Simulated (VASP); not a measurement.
Here is a VASP 6.6.1 calculation.

File POSCAR:

```
NaI
1.0
    3.2495191685      3.2495191685      0.0000000000
   -3.2495191685      3.2495191685      0.0000000000
    0.0000000000      3.2495191685      3.2236523492
Na I
1 1
Direct
    0.0000000000      0.0000000000      0.0000000000
    0.5000000000      0.5000000000      0.0000000000
```

File INCAR.step1:

```
SYSTEM = NaI
PREC = Accurate
ENCUT = 520
ISMEAR = 0
SIGMA = 0.01
LREAL = .FALSE.
LASPH = .TRUE.
NELM = 60
NBANDS = 14
GGA = PE
ALGO = Normal
EDIFF = 1E-4
LWAVE = .TRUE.
LCHARG = .FALSE.
```

The input INCAR.step2:

```
SYSTEM = NaI
PREC = Accurate
ENCUT = 520
EDIFF = 1E-7
ISMEAR = 0
SIGMA = 0.01
LREAL = .FALSE.
LASPH = .TRUE.
NELM = 60
ALGO = Normal
ISIF = 2
LWAVE = .FALSE.
LCHARG = .FALSE.
METAGGA = R2SCAN
LMIXTAU = .TRUE.
NBANDS = 14
ISTART = 1
```

File KPOINTS:

```
Automatic mesh
0
G
  6 6 6
  0 0 0
```

Potentials or basis: VASP PAW PBE potentials, release 64 (Na_pv, I).

Run with:

```console
$ cat potpaw_PBE.64/Na_pv/POTCAR potpaw_PBE.64/I/POTCAR > POTCAR
$ cp INCAR.step1 INCAR
$ mpirun -np 1 vasp_std > vasp.out
$ cp INCAR.step2 INCAR
$ mpirun -np 1 vasp_std > vasp.out
```

(1) Predict the band gap on the k mesh.

(2) Estimate the pressure.

Results:

(1) 4.42 eV, direct.

(2) -0.2 GPa.

Caveat: the cell differs from its parent crystal (in-plane strain +0.005, then relaxed in part); the PAW data sets were made with another functional, which shifts forces and pressure a little; spin-orbit coupling is left out, which moves the levels of the heavy elements.
